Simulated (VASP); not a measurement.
Set up this calculation in VASP 6.6.1, as the native input.

```
Task                   : single point
Functional             : PBE
Potentials or basis    : VASP PAW PBE potentials, release 64 (Au, C)
Cutoff                 : 520 eV
k mesh                 : 9 × 9 × 1
Occupations            : gaussian, width 0.1 eV
Spin                   : no spin polarisation
Dipole correction      : yes
Further INCAR settings : ALGO = Normal; EDIFF = 1e-06; NBANDS = 26
```

The structure of Au3C lies in POSCAR:

```
Au3C
1.0
    2.9402049748      0.0000000000      0.0000000000
   -1.4701024874      2.5462922005      0.0000000000
    0.0000000000      0.0000000000     21.8974947720
Au C
3 1
Direct
    0.6666666667      0.3333333333      0.1826692981
    0.3333333333      0.6666666667      0.2945190844
    0.0000000000      0.0000000000      0.4063247812
    0.6666666667     -0.6666666667      0.5282565377
```

One way to write it, as run:

INCAR

```
SYSTEM = Au3C
  PREC = Accurate
  ENCUT = 520
  EDIFF = 1E-6
  ISMEAR = 0
  SIGMA = 0.1
  LREAL = .FALSE.
  LASPH = .TRUE.
  NELM = 100
  ALGO = Normal
  ISIF = 2
  LWAVE = .FALSE.
  LCHARG = .TRUE.
  LDIPOL = .TRUE.
  IDIPOL = 3
  DIPOL = 0.5 0.5 0.353
  GGA = PE
  LELF = .TRUE.
  LVHAR = .TRUE.
  LVACPOTAV = .TRUE.
  NBANDS = 26
```

KPOINTS

```
Automatic mesh
0
G
  9 9 1
  0 0 0
```

Potentials or basis: VASP PAW PBE potentials, release 64 (Au, C).

The run is started by

```sh
$ cat potpaw_PBE.64/Au/POTCAR potpaw_PBE.64/C/POTCAR > POTCAR
$ mpirun -np 1 vasp_std > vasp.out
```

Results of the run:

The largest force is 0.994 eV/Å.

Run time: 37 s on 1 thread of Intel(R) Xeon(R) 6975P-C (Granite Rapids) (shared host), peak memory 0.3 GiB.
